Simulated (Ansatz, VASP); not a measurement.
**CdSe: VASP beside Ansatz**

```xyz
2
Lattice="0.0000 2.8427 2.8427 2.8427 0.0000 2.8427 2.8427 2.8427 0.0000" Properties=species:S:1:pos:R:3 pbc="T T T"
Cd    0.0000    0.0000    0.0000
Se    2.8427    2.8427    2.8427
```

Alike in both runs: task single point; functional r2SCAN; k mesh 10 × 10 × 10; occupations gaussian, width 0.05 eV; no spin polarisation.

|  | VASP | Ansatz |
| --- | --- | --- |
| version | VASP 6.6.1 | Ansatz 0.2.0 |
| potentials or method | VASP PAW PBE potentials, release 64 (Cd, Se), cutoff 520 eV | scalar-relativistic, plane waves, PAW |
| valence electrons in the cell | 18 | 36 |

|  | VASP | Ansatz | Ansatz less VASP |
| --- | --- | --- | --- |
| pressure (GPa) | 0.4 | 0.0 | -0.38 |

VASP's potentials were made for PBE, not for r2SCAN. VASP's potentials hold 18 valence electrons a cell and Ansatz's 36, so a difference there can come from the potentials and not from the codes.
